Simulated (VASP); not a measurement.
# GaN (Fm-3m) in VASP: a series of runs, part 2 of 2

VASP 6.6.1. Earlier steps stand in the parts before.

## (3) Single point, PBE (volume changed by -3%)

Contents of INCAR:

```
PREC     = Accurate       # precision mode
ENCUT    = 520            # plane-wave cutoff, eV
EDIFF    = 1E-6           # SCF threshold, eV
ISMEAR   = 0              # smearing method
SIGMA    = 0.01           # smearing width, eV
LREAL    = False          # projectors in reciprocal space
LASPH    = True           # aspherical terms in the spheres
NELM     = 100            # most SCF steps
ALGO     = Normal         # electronic algorithm
ISIF     = 2              # what is computed and relaxed
LWAVE    = False          # write WAVECAR
LCHARG   = False          # write CHGCAR
GGA      = PE             # functional
NBANDS   = 16             # bands
```

Contents of KPOINTS:

```
Automatic mesh
0
Gamma
  8 8 8
```

Contents of POSCAR:

```
GaN
1.0
    0.0000000000      2.1124413323      2.1124413323
    2.1124413323      0.0000000000      2.1124413323
    2.1124413323      2.1124413323      0.0000000000
Ga N
1 1
Direct
    0.0000000000      0.0000000000      0.0000000000
    0.5000000000      0.5000000000      0.5000000000
```

Potentials or basis: VASP PAW PBE potentials, release 64 (Ga_d, N).

Started as:

```console
cat potpaw_PBE.64/Ga_d/POTCAR potpaw_PBE.64/N/POTCAR > POTCAR
mpirun -np 1 vasp_std > vasp.out
```

OUTCAR:

```text
PREC = Accurate
   ENCUT = 520
   EDIFF = 1E-6
   ISMEAR = 0
   LREAL = False
   LASPH = True
   NELM = 100
   ISIF = 2
   GGA = PE

 ion  position               nearest neighbor table
   1  0.000  0.000  0.000-   2 2.11   2 2.11   2 2.11   2 2.11   2 2.11   2 2.11
   2  0.500  0.500  0.500-   1 2.11   1 2.11   1 2.11   1 2.11   1 2.11   1 2.11

  LATTYP: Found a face centered cubic cell.
 ALAT       =     4.2248826646

  Lattice vectors:

 A1 = (   0.0000000000,   2.1124413323,   2.1124413323)
 A2 = (   2.1124413323,   0.0000000000,   2.1124413323)
[... 627 lines left out ...]
      5      -5.8438      2.00000
      6      -4.5405      2.00000
[... 8 lines left out ...]
     15      26.8940      0.00000
     16      31.5603      0.00000

 [... further k-points ...]
[... 5 lines left out ...]
  --------------------------------------------------------------------------------------
  -------------------------------------------------------------------------------------
  Total        0.9042611      0.9042611      0.9042611     -0.0000000     -0.0000000     -0.0000000
  in kB       76.8458553     76.8458553     76.8458553     -0.0000000     -0.0000000     -0.0000000
  external PRESSURE =      76.8458553 kB  Pullay stress =       0.0000000 kB

 VOLUME and BASIS-vectors are now :
 -----------------------------------------------------------------------------
  energy-cutoff  :      520.00
  volume of cell :       18.85
      direct lattice vectors                 reciprocal lattice vectors
     0.000000000  2.112441332  2.112441332    -0.236692964  0.236692964  0.236692964
     2.112441332  0.000000000  2.112441332     0.236692964 -0.236692964  0.236692964
     2.112441332  2.112441332  0.000000000     0.236692964  0.236692964 -0.236692964

 POSITION                                       TOTAL-FORCE (eV/Angst)
 -----------------------------------------------------------------------------------
      0.00000      0.00000      0.00000         0.000000      0.000000      0.000000
      2.11244      2.11244      2.11244         0.000000      0.000000     -0.000000
 -----------------------------------------------------------------------------------
    total drift:                                0.000000     -0.000000     -0.000000

  FREE ENERGIE OF THE ION-ELECTRON SYSTEM (eV)
  ---------------------------------------------------
  free  energy   TOTEN  =       -11.1894073084 eV

  energy  without entropy=      -11.1894073084  energy(sigma->0) =      -11.18940731
```

OSZICAR:

```text
N       E                     dE             d eps       ncg     rms          rms(c)
DAV:   1     0.722748678834E+02    0.72275E+02   -0.91840E+03  1088   0.216E+03
DAV:   2    -0.890160042003E+01   -0.81176E+02   -0.75858E+02  1104   0.312E+02
DAV:   3    -0.129764379128E+02   -0.40748E+01   -0.40626E+01  1024   0.619E+01
DAV:   4    -0.130161618370E+02   -0.39724E-01   -0.39721E-01  1224   0.625E+00
DAV:   5    -0.130165521925E+02   -0.39036E-03   -0.39035E-03  1048   0.567E-01    0.735E+00
DAV:   6    -0.112117114133E+02    0.18048E+01   -0.43643E+00  1336   0.399E+01    0.238E+00
DAV:   7    -0.112042431239E+02    0.74683E-02   -0.23226E-01  1064   0.518E+00    0.157E+00
DAV:   8    -0.111913649602E+02    0.12878E-01   -0.32801E-02  1072   0.217E+00    0.538E-01
DAV:   9    -0.111893956372E+02    0.19693E-02   -0.69349E-03  1112   0.194E+00    0.115E-01
DAV:  10    -0.111894128315E+02   -0.17194E-04   -0.58863E-04  1016   0.293E-01    0.215E-02
DAV:  11    -0.111894054830E+02    0.73485E-05   -0.43844E-05  1192   0.740E-02    0.970E-03
DAV:  12    -0.111894074089E+02   -0.19260E-05   -0.28049E-06  1112   0.299E-02    0.415E-03
DAV:  13    -0.111894073084E+02    0.10050E-06   -0.25609E-07   608   0.479E-03
   1 F= -.11189407E+02 E0= -.11189407E+02  d E =-.764139-114
```

stdout:

```text
POSCAR found type information on POSCAR GaN
 POSCAR found :  2 types and       2 ions
 scaLAPACK will be used
 LDA part: xc-table for (Slater+PW92), standard interpolation
 POSCAR, INCAR and KPOINTS ok, starting setup
 FFT: planning ... GRIDC
 FFT: planning ... GRID_SOFT
 FFT: planning ... GRID
 WAVECAR not read
 entering main loop
```

Wall time 4.9 s (1 thread of Intel Xeon 6975P-C (Granite Rapids), shared host); peak memory 0.13 GiB.

Results:

- Free energy: -11.1894 eV
- Pressure: 7.7 GPa
- Band gap on the k mesh: 0.62 eV, indirect (least direct gap 2.76 eV)

Levels at points of the mesh, in eV from the valence-band top:
| k point | band 5 | band 6 | band 7 | band 8 | band 9 | band 10 | band 11 | band 12 | band 13 | band 14 |
| --- | --- | --- | --- | --- | --- | --- | --- | --- | --- | --- |
| (0.00, 0.00, 0.00) | -13.88 | -13.88 | -0.49 | -0.49 | -0.49 | 2.27 | 14.75 | 14.75 | 14.75 | 15.86 |
| (0.50, 0.00, 0.00) | -13.74 | -13.74 | -8.24 | -0.15 | -0.15 | 4.72 | 9.12 | 9.12 | 9.44 | 16.39 |
| (0.50, 0.50, 0.00) | -13.69 | -10.97 | -7.11 | -3.03 | -3.03 | 0.62 | 7.85 | 11.95 | 14.53 | 14.53 |

Caveat: the cell differs from its parent crystal (volume changed by -3%). A k mesh can miss the band edges.

## (4) Single point, PBE

This run uses another cell than the first one, of 9.72 Å³/atom, 1.064 times its volume.

Contents of INCAR:

```
PREC = Accurate
ENCUT = 520
EDIFF = 1E-6
ISMEAR = 0
SIGMA = 0.01
LREAL = F
LASPH = T
NELM = 80
ALGO = Normal
ISIF = 2
LWAVE = F
LCHARG = F
GGA = PE
NBANDS = 16
```

Contents of KPOINTS:

```
regular mesh
0
Gamma
  8 8 8
```

Contents of POSCAR:

```
GaN
1.0
    0.0000000000      2.1339983450      2.1339983450
    2.1339983450      0.0000000000      2.1339983450
    2.1339983450      2.1339983450      0.0000000000
Ga N
1 1
Direct
    0.0000000000      0.0000000000      0.0000000000
    0.5000000000      0.5000000000      0.5000000000
```

Started as:

```console
cat potpaw_PBE.64/Ga_d/POTCAR potpaw_PBE.64/N/POTCAR > POTCAR
mpirun -np 1 vasp_std > vasp.out
```

It took 4.9 s on 1 thread of Intel Xeon 6975P-C (Granite Rapids), shared host; peak memory 0.13 GiB.

Results (log left out):

```yaml
Free_energy: -11.2048 eV
Pressure: 0.8 GPa
Band_gap_on_the_k_mesh: 0.43 eV, indirect (least direct gap 2.39 eV)
```

Levels at points of the mesh, in eV from the valence-band top:
| k point | band 7 | band 8 | band 9 | band 10 | band 11 | band 12 |
| --- | --- | --- | --- | --- | --- | --- |
| (0.00, 0.00, 0.00) | -0.46 | -0.46 | -0.46 | 1.92 | 14.57 | 14.57 |
| (0.50, 0.00, 0.00) | -8.08 | -0.15 | -0.15 | 4.59 | 8.95 | 8.95 |
| (0.50, 0.50, 0.00) | -6.88 | -2.92 | -2.92 | 0.43 | 7.81 | 11.65 |

A k mesh can miss the band edges. As with any semilocal functional, this PBE gap is likely too small.

## (5) Single point, PBE (volume changed by +3%)

Contents of INCAR:

```
ALGO = Normal
EDIFF = 1E-6
ENCUT = 520
GGA = PE
ISIF = 2
ISMEAR = 0
LASPH = True
LCHARG = False
LREAL = False
LWAVE = False
NBANDS = 16
NELM = 80
PREC = Accurate
SIGMA = 0.01
```

Contents of KPOINTS:

```
k-points
0
Gamma
  8 8 8
```

Contents of POSCAR:

```
GaN
1.0
    0.0000000000      2.1551284157      2.1551284157
    2.1551284157      0.0000000000      2.1551284157
    2.1551284157      2.1551284157      0.0000000000
Ga N
1 1
Direct
    0.0000000000      0.0000000000      0.0000000000
    0.5000000000      0.5000000000      0.5000000000
```

Started as:

```console
cat potpaw_PBE.64/Ga_d/POTCAR potpaw_PBE.64/N/POTCAR > POTCAR
mpirun -np 1 vasp_std > vasp.out
```

It took 5 s on 1 thread of Intel Xeon 6975P-C (Granite Rapids), shared host; peak memory 0.13 GiB.

It converged, with:

| Item | Value |
| --- | --- |
| Free energy | -11.1969 eV |
| Pressure | -5.1 GPa |
| Band gap on the k mesh | 0.25 eV, indirect (least direct gap 2.03 eV) |

Levels at points of the mesh, in eV from the valence-band top:
```
           k point  band 6  band 7  band 8  band 9  band 10  band 11  band 12  band 13
(0.00, 0.00, 0.00)  -13.92   -0.43   -0.43   -0.43     1.60    14.40    14.40    14.40
(0.50, 0.00, 0.00)  -13.81   -7.93   -0.15   -0.15     4.46     8.67     8.78     8.78
(0.50, 0.50, 0.00)  -11.10   -6.66   -2.81   -2.81     0.25     7.78    11.36    13.77
```

Caveat: the cell differs from its parent crystal (volume changed by +3%). A k mesh can miss the band edges.

## (6) The runs side by side

```tsv
cell	gap on the mesh (eV)	pressure (GPa)
a = 2.956 Å, angles 60.0°, 2 atoms	0.82	15.9
a = 2.987 Å, angles 60.0°, 2 atoms	0.62	7.7
a = 3.018 Å, angles 60.0°, 2 atoms	0.43	0.8
a = 3.048 Å, angles 60.0°, 2 atoms	0.25	-5.1
```

Alike in all rows: task single point; level PBE; potentials or basis VASP PAW PBE potentials, release 64 (Ga_d, N); no spin polarisation; k mesh 8 × 8 × 8; cutoff (eV) 520; smearing gaussian 0.01 eV.

Absolute energies hang on the potentials; compare differences alone.
